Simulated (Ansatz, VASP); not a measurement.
One calculation of GaAs, two programs

```
CELL_PARAMETERS angstrom
0.00000 2.32121 2.32121
2.32121 0.00000 2.32121
2.32121 2.32121 0.00000
ATOMIC_POSITIONS crystal
Ga 0.00000 0.00000 0.00000
As 0.25000 0.25000 0.25000
```

Change from the starting cell: volume scaled by 0.55, PAW files.

Alike in both runs: task single point; functional r2SCAN; k mesh 11 × 11 × 11; occupations fermi-dirac, width 0.08 eV; no spin polarisation.

|  | VASP | Ansatz |
| --- | --- | --- |
| version | VASP 6.6.1 | Ansatz 0.2.0 |
| potentials or method | VASP PAW PBE potentials, release 64 (Ga_d, As) | PAW with Ansatz's default frozen-core files, scalar-relativistic |
| plane-wave cutoff (eV) | 520 | 500 |
| valence electrons in the cell | 18 | 28 |

|  | VASP | Ansatz | Ansatz less VASP |
| --- | --- | --- | --- |
| pressure (GPa) | 161.5 | 159.9 | -1.60 |

VASP's potentials were made for PBE, not for r2SCAN. Both programs put the cell under a high pressure, so it lies far from rest at this level. VASP's potentials hold 18 valence electrons a cell and Ansatz's 28, so a difference there can come from the potentials and not from the codes.

Noted on VASP's run: the cell as given lies far from equilibrium.
